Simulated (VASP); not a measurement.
# Ag: relaxation of cell and atoms with PBEsol

Ag:

```
Ag
1.0
     2.86718    0.00000    0.00000
    -1.43359    2.48305    0.00000
     0.00000    0.00000   18.76129
Ag
8
Cartesian
  0.0000 0.0000 0.0000
  0.0000 1.6554 2.3452
  0.0000 0.0000 4.6903
  0.0000 1.6554 7.0355
  1.4336 0.8277 9.3806
  0.0000 1.6554 11.7258
  0.0000 0.0000 14.0710
  1.4336 0.8277 16.4161
```

```
Program                : VASP 6.6.1
Task                   : relaxation of cell and atoms
Functional             : PBEsol
Potentials or basis    : VASP PAW PBE potentials, release 64 (Ag)
Cutoff                 : 600 eV
k mesh                 : 18 × 18 × 3
Occupations            : gaussian, width 0.1 eV
Spin                   : no spin polarisation
Dipole correction      : no
Further INCAR settings : ALGO = Fast; EDIFF = 1e-06; IBRION = 2; EDIFFG = -0.01; NSW = 65; ISIF = 3
```

The relaxed volume is 16.64 Å³/atom, the relaxed cell is a = 2.865 Å, b = 2.865 Å, c = 18.731 Å, α = 90.00°, β = 90.00°, γ = 120.00° and the space group after relaxing (to 0.1 Å) is P-3m1 (No. 164). The energy gained by relaxing is 0.1 meV/atom. The ionic steps are 5. The pressure after relaxing is 0.0 GPa, the largest force after relaxing is 0.007 eV/Å and the band gap on the k mesh is zero (bands 44 and 45 overlap by 6.53 eV).

Forces on the atoms (eV/Å):
```
Ag   0.000  0.000 -0.003
Ag   0.000  0.000 -0.007
Ag   0.000  0.000  0.007
Ag   0.000  0.000  0.003
Ag   0.000  0.000  0.003
Ag   0.000  0.000  0.007
Ag   0.000  0.000 -0.007
Ag   0.000  0.000 -0.003
```

The path:
```tsv
step	energy change (eV)	largest force (eV/Å)	pressure (GPa)	volume (Å³)
1	0.0000	0.0168	-0.41	133.57
2	-0.0002	0.0094	0.28	132.73
3	-0.0006	0.0133	0.03	133.12
4	-0.0006	0.0133	-0.01	133.13
5	-0.0007	0.0073	-0.01	133.13
```

Final structure:
```
Ag
1.0
     2.86482    0.00000    0.00000
    -1.43241    2.48100    0.00000
     0.00000    0.00000   18.73106
Ag
8
Direct
  0.00000 0.00000 0.99999
  0.33333 0.66667 0.12495
  0.00000 0.00000 0.25005
  0.33333 0.66667 0.37501
  0.66667 0.33333 0.50001
  0.33333 0.66667 0.62505
  0.00000 0.00000 0.74995
  0.66667 0.33333 0.87499
```

Levels at points of the mesh, in eV from the Fermi level:
```tsv
k point	band 43	band 44	band 45	band 46	band 47	band 48
(0.00, 0.00, 0.00)	-3.10	-2.95	-2.95	-2.54	-2.54	-0.49
(0.50, 0.00, 0.00)	0.24	0.90	0.93	1.44	1.45	1.61
```

Wall time 25 min on 1 × NVIDIA H100 80GB with 1 thread of AMD EPYC 7R13 Processor (Zen 3) (shared host), peak memory 1.7 GiB.

Caveat: the PAW data sets were made with another functional, which shifts forces and pressure a little.
